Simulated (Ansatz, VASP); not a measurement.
**One calculation of Si2Ge, two programs**

```
CELL_PARAMETERS angstrom
6.08602 0.00000 0.00000
0.00000 6.08602 0.00000
0.00000 0.00000 2.98477
ATOMIC_POSITIONS crystal
Si 0.13587 0.36413 0.25000
Si 0.86413 0.63587 0.25000
Si 0.36413 0.86413 0.75000
Si 0.63587 0.13587 0.75000
Ge 0.50000 0.50000 0.00000
Ge 0.00000 0.00000 0.50000
```

Alike in both runs: task relaxation of cell and atoms; functional PBE; k mesh 4 × 4 × 6; occupations gaussian, width 0.1 eV; no spin polarisation.

|  | VASP | Ansatz |
| --- | --- | --- |
| version | VASP 6.6.1 | Ansatz 0.2.0 |
| potentials or method | VASP PAW PBE potentials, release 64 (Si, Ge_d), cutoff 600 eV | scalar-relativistic, plane waves, PAW |
| valence electrons in the cell | 44 | 44 |

VASP gave:

- gap on the k mesh at the Fermi level, each at its own relaxed structure (eV): none
- relaxed volume (Å³/atom): 18.13
- relaxed cell length with the largest relative difference (Å): 6.377

**Question.** What did Ansatz give for the same quantities?

**Answer.** gap on the k mesh at the Fermi level, each at its own relaxed structure (eV): none; relaxed volume (Å³/atom): 18.10; relaxed cell length with the largest relative difference (Å): 6.373.

A gap of «none» marks a metal or a gap that the smearing closes.
